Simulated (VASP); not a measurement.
# Zr (P6_3/mmc) in VASP: notebook

The runs below take Zr through single point, with PBEsol.

All numbers are computed with VASP 6.6.1; they aren't measurements. Logs are shortened: lines on timing, memory, paths and dates and some standing lists are left out, and cuts for length are marked.

**1. The cell of the first run**

It takes space group P6_3/mmc (No. 194, hexagonal). The conventional cell has a = 3.184 Å, b = 3.184 Å, c = 5.119 Å, α = 90.00°, β = 90.00°, γ = 120.00°. Zr (site symmetry -6m2) has 12 Zr at 3.15 to 3.18 Å within 4.1 Å.

**2. Single point, PBEsol**

Contents of INCAR:

```
SYSTEM = Zr
PREC     = Accurate       ! precision mode
ENCUT    = 520            ! plane-wave cutoff, eV
EDIFF    = 1E-7           ! SCF threshold, eV
ISMEAR   = -1             ! smearing method
SIGMA    = 0.1            ! smearing width, eV
LREAL    = .FALSE.        ! projectors in reciprocal space
LASPH    = .TRUE.         ! aspherical terms in the spheres
NELM     = 60             ! most SCF steps
ALGO     = Normal         ! electronic algorithm
ISIF     = 2              ! what is computed and relaxed
LWAVE    = .FALSE.        ! write WAVECAR
LCHARG   = .FALSE.        ! write CHGCAR
GGA      = PS             ! functional
NBANDS   = 19             ! bands
```

Contents of KPOINTS:

```
regular mesh
0
G
  19 19 10
  0 0 0
```

Contents of POSCAR:

```
Zr
1.0
    3.1838111424      0.0000000000      0.0000000000
   -1.5919055712      2.7572613302      0.0000000000
    0.0000000000      0.0000000000      5.1185816493
Zr
2
Direct
    0.3333333333      0.6666666667      0.2500000000
    0.6666666667      0.3333333333      0.7500000000
```

Potentials or basis: VASP PAW PBE potentials, release 64 (Zr_sv).

Run with:

```
cat potpaw_PBE.64/Zr_sv/POTCAR > POTCAR
mpirun -np 1 vasp_std > vasp.out
```

OUTCAR:

```text
SYSTEM = Zr
   PREC = Accurate
   ENCUT = 520
   EDIFF = 1E-7
   ISMEAR = -1
   LREAL = .FALSE.
   LASPH = .TRUE.
   NELM = 60
   ISIF = 2
   GGA = PS

 ion  position               nearest neighbor table
   1  0.333  0.667  0.250-   2 3.15   2 3.15   2 3.15   2 3.15   2 3.15   2 3.15
   2  0.667  0.333  0.750-   1 3.15   1 3.15   1 3.15   1 3.15   1 3.15   1 3.15

  LATTYP: Found a hexagonal cell.
 ALAT       =     3.1838111424
 C/A-ratio  =     1.6076900986

  Lattice vectors:

 A1 = (   3.1838111424,   0.0000000000,   0.0000000000)
 A2 = (  -1.5919055712,   2.7572613302,   0.0000000000)
 A3 = (   0.0000000000,   0.0000000000,   5.1185816493)

Analysis of symmetry for initial positions (statically):
=====================================================================
 Subroutine PRICEL returns:
 Original cell was already a primitive cell.

 Routine SETGRP: Setting up the symmetry group for a
 hexagonal supercell.

 Subroutine GETGRP returns: Found 24 space group operations
 (whereof 12 operations were pure point group operations)
 out of a pool of 24 trial point group operations.

The static configuration has the point symmetry D_3d.
 The point group associated with its full space group is D_6h.

Analysis of symmetry for dynamics (positions and initial velocities):
=====================================================================
 Subroutine PRICEL returns:
 Original cell was already a primitive cell.

 Routine SETGRP: Setting up the symmetry group for a
 hexagonal supercell.

 Subroutine GETGRP returns: Found 24 space group operations
 (whereof 12 operations were pure point group operations)
 out of a pool of 24 trial point group operations.

The dynamic configuration has the point symmetry D_3d.
 The point group associated with its full space group is D_6h.

 Subroutine INISYM returns: Found 24 space group operations
 (whereof 12 operations are pure point group operations),
 and found     1 'primitive' translations

----------------------------------------------------------------------------------------

                                     Primitive cell

  volume of cell :      44.9340

  direct lattice vectors                    reciprocal lattice vectors
     3.183811142  0.000000000  0.000000000     0.314088982  0.181339358  0.000000000
[... 76 lines left out ...]
 SYSTEM =  Zr
   PREC   = accura    normal or accurate (medium, high low for compatibility)
   ISTART =      0    job   : 0-new  1-cont  2-samecut
   ICHARG =      2    charge: 1-file 2-atom 10-const
   ISPIN  =      1    spin polarized calculation?
   LNONCOLLINEAR =      F non collinear calculations
   LSORBIT =      F    spin-orbit coupling
   LASPH  =      T    aspherical Exc in radial PAW
   ENCUT  =  520.0 eV  38.22 Ry    6.18 a.u.   5.92  5.92  9.52*2*pi/ulx,y,z
   NELM   =     60;   NELMIN=  2; NELMDL= -5     # of ELM steps
   EDIFF  = 0.1E-06   stopping-criterion for ELM
   LREAL  =      F    real-space projection
   EDIFFG = 0.1E-05   stopping-criterion for IOM
   NSW    =      0    number of steps for IOM
   IBRION =     -1    ionic relax: 0-MD 1-quasi-New 2-CG
   NFREE  =      0    steps in history (QN), initial steepest desc. (CG)
   ISIF   =      2    stress and relaxation
   ISYM   =      2    0-nonsym 1-usesym 2-fastsym
   POTIM  = 0.5000    time-step for ionic-motion
   TEBEG  =    0.0;   TEEND  =   0.0 temperature during run
   PSTRESS=    0.0 pullay stress
   NELECT =      24.0000    total number of electrons
   NUPDOWN=      -1.0000    fix difference up-down
   EMIN   =  10.00;   EMAX   =-10.00  energy-range for DOS
   EFERMI =   0.00;   METHOD = LEGACY
   ISMEAR =    -1;   SIGMA  =   0.10  broadening in eV -4-tet -1-fermi 0-gaus
   EFERMI_NEDOS =   21; number of points for ismear=-14 and -15
   IALGO  =     38    algorithm
   IMIX   =      4    mixing-type and parameters
     AMIX     =   0.40;   BMIX     =  1.00
     AMIX_MAG =   1.60;   BMIX_MAG =  1.00
  volume/ion in A,a.u.               =      22.47       151.61
  Fermi-wavevector in a.u.,A,eV,Ry     =   1.328272  2.510070 24.004841  1.764306
  Thomas-Fermi vector in A             =   2.457522
   LORBIT       =      0    0 simple, 1 ext, 2 COOP (PROOUT), +10 PAW based schemes
   GGA     = PS    functional components
   LHFCALC =     F    Hartree Fock is set to
   AEXX    =    0.0000 exact exchange contribution
   IVDW    =     0    specifies the selected vdW correction
   LEPSILON=     F    determine dielectric tensor
   LRPA    =     F    only Hartree local field effects (RPA)
 non-spin polarized calculation
  energy-cutoff  :      520.00
  volume of cell :       44.93
 maximum number of plane-waves:      1227
 NGX is ok and might be reduce to    24
   NGX = 11   NGY = 11   NGZ = 19

 number of electron      24.0000000 magnetization

 Free energy of the ion-electron system (eV)
  ---------------------------------------------------
  ext. energy  EPLUGINS =         0.00000000
  ---------------------------------------------------
  free energy    TOTEN  =       -18.19623594 eV

  energy without entropy =      -18.12717299  energy(sigma->0) =      -18.16170446

 E-fermi :   9.2338     XC(G=0): -11.3657

 val. band max:        9.2315258069   @ k =   0.2105   0.2105   0.5000
 cond. band min:       9.2345891960   @ k =   0.4211   0.1579   0.4000
 fundamental gap:      0.0030633891
 Fermi energy:         9.2337584363

 k-point     1 :       0.0000    0.0000    0.0000
  band No.  band energies     occupation
      1     -39.3962      2.00000
      2     -39.2215      2.00000
      3     -18.0039      2.00000
      4     -17.0267      2.00000
      5     -17.0267      2.00000
      6     -16.8844      2.00000
[... 505 lines left out ...]
      6     -17.2607      2.00000
[... 11 lines left out ...]
     18      14.4374      0.00000
     19      14.5407      0.00000

 [... further k-points ...]
[... 5 lines left out ...]
  --------------------------------------------------------------------------------------
  -------------------------------------------------------------------------------------
  Total        0.0124701      0.0124701      0.0425913      0.0000000     -0.0000000      0.0000000
  in kB        0.4446367      0.4446367      1.5186479      0.0000000     -0.0000000      0.0000000
  external PRESSURE =       0.8026404 kB  Pullay stress =       0.0000000 kB

 VOLUME and BASIS-vectors are now :
 -----------------------------------------------------------------------------
  energy-cutoff  :      520.00
  volume of cell :       44.93
      direct lattice vectors                 reciprocal lattice vectors
     3.183811142  0.000000000  0.000000000     0.314088982  0.181339358  0.000000000
    -1.591905571  2.757261330  0.000000000     0.000000000  0.362678716  0.000000000
     0.000000000  0.000000000  5.118581649     0.000000000  0.000000000  0.195366621

 POSITION                                       TOTAL-FORCE (eV/Angst)
 -----------------------------------------------------------------------------------
     -0.00000      1.83817      1.27965        -0.000000      0.000000      0.000000
      1.59191      0.91909      3.83894         0.000000     -0.000000      0.000000
 -----------------------------------------------------------------------------------
    total drift:                                0.000000     -0.000000      0.000000

  FREE ENERGIE OF THE ION-ELECTRON SYSTEM (eV)
  ---------------------------------------------------
  free  energy   TOTEN  =       -18.1962359378 eV

  energy  without entropy=      -18.1271729881  energy(sigma->0) =      -18.16170446
```

stdout:

```text
POSCAR found type information on POSCAR Zr
 POSCAR found :  1 types and       2 ions
 scaLAPACK will be used
 -----------------------------------------------------------------------------
|                                                                             |
|                                                                             |
|     You enforced a specific xc type in the INCAR file but a different       |
|     I HOPE YOU KNOW WHAT YOU ARE DOING!                                     |
|                                                                             |
 -----------------------------------------------------------------------------

 LDA part: xc-table for (Slater+PW92), standard interpolation
 POSCAR, INCAR and KPOINTS ok, starting setup
 FFT: planning ... GRIDC
 FFT: planning ... GRID_SOFT
 FFT: planning ... GRID
 WAVECAR not read
 entering main loop
```

Run time: 2.5 min. Hardware: 1 thread of Intel Xeon Platinum 8259CL at 2.50GHz (Skylake/Cascade Lake), shared host; peak memory 0.28 GiB.

What came out:

| Quantity | Value |
| --- | --- |
| Free energy | -18.1962 eV |
| Pressure | 0.1 GPa |
| Band gap on the k mesh | zero (bands 12 and 13 overlap by 1.26 eV) |

Stress tensor (GPa, compression positive):
```
0.04 0.00 0.00
0.00 0.04 0.00
0.00 0.00 0.15
```

Caveat: the PAW data sets were made with another functional, which shifts forces and pressure a little.

**3. Single point, PBEsol (22.47 Å³/atom)**

Contents of INCAR:

```
  ALGO = Normal
  EDIFF = 1E-7
  ENCUT = 520
  GGA = PS
  ISIF = 2
  ISMEAR = -1
  LASPH = T
  LCHARG = T
  LELF = T
  LREAL = F
  LVHAR = T
  LWAVE = F
  NBANDS = 19
  NELM = 100
  PREC = Accurate
  SIGMA = 0.1
```

Contents of KPOINTS:

```
k-points
0
Gamma
  19 19 10
```

POSCAR is that of step 2.

Potentials or basis: VASP PAW PBE potentials, release 64 (Zr_sv).

Run with:

```
cat potpaw_PBE.64/Zr_sv/POTCAR > POTCAR
mpirun -np 1 vasp_std > vasp.out
```

It took 2.2 min on 1 thread of Intel Xeon Platinum 8259CL at 2.50GHz (Skylake/Cascade Lake), shared host; peak memory 0.28 GiB.

Results (log left out):

* Free energy: -18.1962 eV
* Pressure: 0.1 GPa
* Band gap on the k mesh: zero (bands 12 and 13 overlap by 1.26 eV)

Stress tensor (GPa, compression positive):
```
0.04 0.00 0.00
0.00 0.04 0.00
0.00 0.00 0.15
```

Levels at points of the mesh, in eV from the Fermi level:
```tsv
k point	band 9	band 10	band 11	band 12	band 13	band 14	band 15	band 16
(0.00, 0.00, 0.00)	-5.70	-3.11	0.91	0.91	0.98	1.28	1.62	1.62
(0.00, 0.00, 0.50)	-3.97	-3.97	0.03	0.03	0.83	0.83	0.83	0.83
```

Caveat: the PAW data sets were made with another functional, which shifts forces and pressure a little.

**4. Single point, PBEsol (23.37 Å³/atom)**

This run uses another cell than the first one, of 23.37 Å³/atom.

Contents of INCAR:

```
ALGO     = Normal         # electronic algorithm
EDIFF    = 1E-6           # SCF threshold, eV
ENCUT    = 520            # plane-wave cutoff, eV
GGA      = PS             # functional
ISIF     = 2              # what is computed and relaxed
ISMEAR   = -1             # smearing method
LASPH    = True           # aspherical terms in the spheres
LCHARG   = True           # write CHGCAR
LELF     = True           # ELF
LREAL    = False          # projectors in reciprocal space
LVHAR    = True         
LWAVE    = False          # write WAVECAR
NBANDS   = 19             # bands
NELM     = 80             # most SCF steps
PREC     = Accurate       # precision mode
SIGMA    = 0.1            # smearing width, eV
```

KPOINTS is that of step 3.

Contents of POSCAR:

```
Zr
1.0
    3.2257081989      0.0000000000      0.0000000000
   -1.6128540994      2.7935452455      0.0000000000
    0.0000000000      0.0000000000      5.1859391322
Zr
2
Direct
    0.3333333333      0.6666666667      0.2500000000
    0.6666666667      0.3333333333      0.7500000000
```

Run with:

```
cat potpaw_PBE.64/Zr_sv/POTCAR > POTCAR
mpirun -np 1 vasp_std > vasp.out
```

It took 2.2 min on 1 thread of Intel Xeon Platinum 8259CL at 2.50GHz (Skylake/Cascade Lake), shared host; peak memory 0.29 GiB.

It converged, with:

- Free energy: -18.1770 eV
- Pressure: -3.5 GPa
- Band gap on the k mesh: zero (bands 12 and 13 overlap by 1.26 eV)

Stress tensor (GPa, compression positive):
```
-3.47  0.00  0.00
 0.00 -3.47  0.00
 0.00  0.00 -3.70
```

Levels at points of the mesh, in eV from the Fermi level:
```csv
k point,band 10,band 11,band 12,band 13,band 14,band 15
"(0.00, 0.00, 0.00)",-3.01,0.90,0.90,0.96,1.13,1.57
"(0.00, 0.00, 0.50)",-3.95,0.04,0.04,0.82,0.82,0.82
```

Caveat: the cell stands under tension; the PAW data sets were made with another functional, which shifts forces and pressure a little.

**5. Single point, PBEsol, collinear spin (21.55 Å³/atom)**

This run uses another cell than the first one, of 21.55 Å³/atom.

Contents of INCAR:

```
SYSTEM = Zr
  PREC = Accurate
  ENCUT = 520
  EDIFF = 1E-6
  ISMEAR = -1
  SIGMA = 0.05
  LREAL = .FALSE.
  LASPH = .TRUE.
  NELM = 150
  ALGO = Normal
  ISIF = 2
  LWAVE = .FALSE.
  LCHARG = .FALSE.
  ISPIN = 2
  MAGMOM = 1 1
  LORBIT = 11
  LMAXMIX = 4
  GGA = PS
  NBANDS = 23
```

Contents of KPOINTS:

```
regular mesh
0
G
  19 19 10
  0 0 0
```

Contents of POSCAR:

```
Zr
1.0
    3.1448085807      0.0000000000      0.0000000000
   -1.5724042903      2.7234841210      0.0000000000
    0.0000000000      0.0000000000      5.0332787181
Zr
2
Direct
    0.3333333333      0.6666666667      0.2500000000
    0.6666666667      0.3333333333      0.7500000000
```

Potentials or basis: VASP PAW PBE potentials, release 64 (Zr_sv).

Run with:

```
cat potpaw_PBE.64/Zr_sv/POTCAR > POTCAR
mpirun -np 1 vasp_std > vasp.out
```

OUTCAR:

```text
SYSTEM = Zr
   PREC = Accurate
   ENCUT = 520
   EDIFF = 1E-6
   ISMEAR = -1
   LREAL = .FALSE.
   LASPH = .TRUE.
   NELM = 150
   ISIF = 2
   ISPIN = 2
   LORBIT = 11
   GGA = PS

 ion  position               nearest neighbor table
   1  0.333  0.667  0.250-   2 3.10   2 3.10   2 3.10   2 3.10   2 3.10   2 3.10
   2  0.667  0.333  0.750-   1 3.10   1 3.10   1 3.10   1 3.10   1 3.10   1 3.10

  LATTYP: Found a hexagonal cell.
 ALAT       =     3.1448085807
 C/A-ratio  =     1.6005040017

  Lattice vectors:

 A1 = (   3.1448085807,   0.0000000000,   0.0000000000)
 A2 = (  -1.5724042903,   2.7234841210,   0.0000000000)
 A3 = (   0.0000000000,   0.0000000000,   5.0332787181)

Analysis of symmetry for initial positions (statically):
=====================================================================
 Subroutine PRICEL returns:
 Original cell was already a primitive cell.

 Routine SETGRP: Setting up the symmetry group for a
 hexagonal supercell.

 Subroutine GETGRP returns: Found 24 space group operations
 (whereof 12 operations were pure point group operations)
[... 819 lines left out ...]

 k-point     1 :       0.0000    0.0000    0.0000
  band No.  band energies     occupation
      1     -38.8494      1.00000
      2     -38.6389      1.00000
      3     -17.5470      1.00000
      4     -16.4342      1.00000
      5     -16.4342      1.00000
      6     -16.2619      1.00000
[... 613 lines left out ...]
     22      20.2456      0.00000
     23      20.7262      0.00000

 [... further k-points ...]
[... 5 lines left out ...]
  --------------------------------------------------------------------------------------
  -------------------------------------------------------------------------------------
  Total        1.1196973      1.1196973      1.3443406      0.0000000      0.0000000      0.0000000
  in kB       41.6141649     41.6141649     49.9631554      0.0000000      0.0000000      0.0000000
  external PRESSURE =      44.3971618 kB  Pullay stress =       0.0000000 kB

 VOLUME and BASIS-vectors are now :
 -----------------------------------------------------------------------------
  energy-cutoff  :      520.00
  volume of cell :       43.11
      direct lattice vectors                 reciprocal lattice vectors
     3.144808581  0.000000000  0.000000000     0.317984378  0.183588366  0.000000000
    -1.572404290  2.723484121  0.000000000     0.000000000  0.367176732  0.000000000
     0.000000000  0.000000000  5.033278718     0.000000000  0.000000000  0.198677652

 POSITION                                       TOTAL-FORCE (eV/Angst)
 -----------------------------------------------------------------------------------
     -0.00000      1.81566      1.25832        -0.000000     -0.000000      0.000000
      1.57240      0.90783      3.77496         0.000000      0.000000      0.000000
 -----------------------------------------------------------------------------------
    total drift:                               -0.000000      0.000000     -0.000000

  FREE ENERGIE OF THE ION-ELECTRON SYSTEM (eV)
  ---------------------------------------------------
  free  energy   TOTEN  =       -18.1445035288 eV

  energy  without entropy=      -18.1276442824  energy(sigma->0) =      -18.13607391

 total charge

# of ion       s       p       d       tot
------------------------------------------
    1        2.249   5.958   1.716   9.923
    2        2.249   5.958   1.716   9.923
--------------------------------------------------
tot          4.498  11.917   3.431  19.846

 magnetization (x)

# of ion       s       p       d       tot
------------------------------------------
    1       -0.000   0.000  -0.000  -0.000
    2       -0.000   0.000  -0.000  -0.000
--------------------------------------------------
tot         -0.000   0.000  -0.000  -0.000
```

OSZICAR:

```text
N       E                     dE             d eps       ncg     rms          rms(c)
DAV:   1     0.215673961840E+03    0.21567E+03   -0.12843E+04 22104   0.105E+03
DAV:   2    -0.275148853032E+01   -0.21843E+03   -0.21176E+03 25790   0.323E+02
DAV:   3    -0.182658960295E+02   -0.15514E+02   -0.15310E+02 41726   0.615E+01
DAV:   4    -0.185882509886E+02   -0.32235E+00   -0.32208E+00 25088   0.905E+00
DAV:   5    -0.185922583202E+02   -0.40073E-02   -0.40071E-02 31372   0.838E-01    0.181E+01
DAV:   6    -0.182066686278E+02    0.38559E+00   -0.84540E-01 27842   0.600E+00    0.748E+00
DAV:   7    -0.181257021931E+02    0.80966E-01   -0.44246E-01 30201   0.384E+00    0.400E+00
DAV:   8    -0.181403787656E+02   -0.14677E-01   -0.39585E-02 29932   0.113E+00    0.107E+00
DAV:   9    -0.181431486854E+02   -0.27699E-02   -0.47448E-03 28731   0.519E-01    0.570E-01
DAV:  10    -0.181444702883E+02   -0.13216E-02   -0.54113E-03 24496   0.635E-01    0.917E-02
DAV:  11    -0.181445110803E+02   -0.40792E-04   -0.28621E-04 28946   0.117E-01    0.190E-02
DAV:  12    -0.181445034550E+02    0.76253E-05   -0.97478E-06 29561   0.194E-02    0.902E-03
DAV:  13    -0.181445035288E+02   -0.73769E-07   -0.18489E-06 22582   0.102E-02
   1 F= -.18144504E+02 E0= -.18136074E+02  d E =-.168592E-01  mag=    -0.0002
```

It took 2.8 min on 1 thread of Intel Xeon Platinum 8488C (Sapphire Rapids), shared host; peak memory 0.41 GiB.

What came out:

```
Free energy                                           : -18.1445 eV
Pressure                                              : 4.4 GPa
Band gap on the k mesh                                : zero (filled and empty bands overlap)
Net moment                                            : 0.00 μB per cell
Valence electrons inside the program's atomic spheres : Zr 9.92
```

Levels at points of the mesh, in eV from the Fermi level:
Spin up:
```tsv
k point	band 9	band 10	band 11	band 12	band 13	band 14	band 15	band 16
(0.00, 0.00, 0.00)	-5.80	-3.26	0.87	0.87	0.99	1.46	1.63	1.63
(0.00, 0.00, 0.50)	-4.01	-4.01	0.01	0.01	0.77	0.77	0.77	0.77
```
Spin down:
```
           k point  band 10  band 11  band 12  band 13  band 14  band 15
(0.00, 0.00, 0.00)    -3.26     0.87     0.87     0.99     1.46     1.63
(0.00, 0.00, 0.50)    -4.01     0.01     0.01     0.77     0.77     0.77
```

Caveat: the cell stands under pressure; the PAW data sets were made with another functional, which shifts forces and pressure a little.

**6. Overview**

```csv
spin,cell,smearing,gap on the mesh (eV),pressure (GPa)
off,"a = 3.184, b = 3.184, c = 5.119 Å, angles 90.0, 90.0, 120.0°, 2 atoms",fermi-dirac 0.1 eV,none,0.1
off,"a = 3.226, b = 3.226, c = 5.186 Å, angles 90.0, 90.0, 120.0°, 2 atoms",fermi-dirac 0.1 eV,none,-3.5
collinear,"a = 3.145, b = 3.145, c = 5.033 Å, angles 90.0, 90.0, 120.0°, 2 atoms",fermi-dirac 0.05 eV,none,4.4
```

Alike in all rows: task single point; level PBEsol; potentials or basis VASP PAW PBE potentials, release 64 (Zr_sv); k mesh 19 × 19 × 10; cutoff (eV) 520.

Caveats: the PAW data sets were made with another functional, which shifts forces and pressure a little; the cell stands under tension (at least some runs); the cell stands under pressure (at least some runs).

Absolute energies hang on the potentials; compare differences alone.
